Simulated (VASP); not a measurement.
# TaN: single point with r2SCAN+rVV10

TaN:

```
Ta N
1.0
     5.20850    0.00000    0.00000
    -2.60425    4.51069    0.00000
     0.00000    0.00000    2.91475
Ta N
3 3
Direct
  0.00000 0.00000 0.00000
  0.33333 0.66667 0.50000
  0.66667 0.33333 0.50000
  0.39239 0.00000 0.00000
  0.60761 0.60761 0.00000
  0.00000 0.39239 0.00000
```

```json
{
  "Program": "VASP 6.6.1",
  "Task": "single point",
  "Functional": "r2SCAN",
  "Dispersion": "rVV10",
  "Potentials or basis": "VASP PAW PBE potentials, release 64 (Ta_pv, N)",
  "Cutoff": "660 eV",
  "k mesh": "6 × 6 × 6",
  "Occupations": "gaussian, width 0.1 eV",
  "Spin": "no spin polarisation"
}
```

```json
{
  "Pressure": "-1.4 GPa",
  "Largest force": "0.004 eV/Å",
  "Band gap on the k mesh": "zero (bands 24 and 25 overlap by 2.94 eV)"
}
```

Forces in eV/Å, atoms in the order of the input:
```
Ta   0.000  0.000  0.000
Ta   0.000  0.000  0.000
Ta   0.000  0.000  0.000
N    0.004  0.000  0.000
N   -0.002 -0.004  0.000
N   -0.002  0.004  0.000
```

Stress tensor (GPa, compression positive):
```
-0.96  0.00  0.00
 0.00 -0.96  0.00
 0.00  0.00 -2.24
```

Levels at points of the mesh, in eV from the Fermi level:
```csv
k point,band 22,band 23,band 24,band 25,band 26,band 27
"(0.00, 0.00, 0.00)",-3.46,-1.88,-0.85,-0.85,0.84,0.84
"(0.50, 0.00, 0.00)",-4.04,-2.87,-2.61,1.43,2.05,2.17
"(0.00, 0.00, 0.50)",-2.90,-2.90,2.08,2.10,2.10,2.50
"(0.50, 0.00, 0.50)",-3.28,-2.02,-0.87,0.65,1.66,3.48
```

Wall time 7.9 min on 1 thread of Oxide Virtual Turin-like Processor, with other jobs on the host, peak memory 0.45 GiB.

Caveat: the PAW data sets were made with another functional, which shifts forces and pressure a little; spin-orbit coupling is left out, which moves the levels of the heavy elements.
